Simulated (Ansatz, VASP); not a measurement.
BP2 in VASP and in Ansatz

```xyz
3
Lattice="0.0000 2.6488 2.6488 2.6488 0.0000 2.6488 2.6488 2.6488 0.0000" Properties=species:S:1:pos:R:3 pbc="T T T"
B     2.6488    2.6488    2.6488
P     1.3244    1.3244    1.3244
P     3.9732    3.9732    3.9732
```

Alike in both runs: functional PBE; k mesh 6 × 6 × 6; occupations gaussian, width 0.2 eV; no spin polarisation.

Ansatz relaxed the structure, and its values are those at the end. VASP's run is a single point on that final structure, the one shown.

```csv
,VASP,Ansatz
version,VASP 6.6.1,Ansatz 0.2.0
potentials or method,"VASP PAW PBE potentials, release 64 (B, P), cutoff 500 eV","scalar-relativistic, plane waves, PAW"
valence electrons in the cell,13,13
```

|  | VASP | Ansatz | Ansatz less VASP |
| --- | --- | --- | --- |
| gap on the k mesh at the Fermi level (eV) | none | none | - |
| pressure (GPa) | 0.0 | 0.2 | +0.19 |

A gap of «none» marks a metal or a gap that the smearing closes.
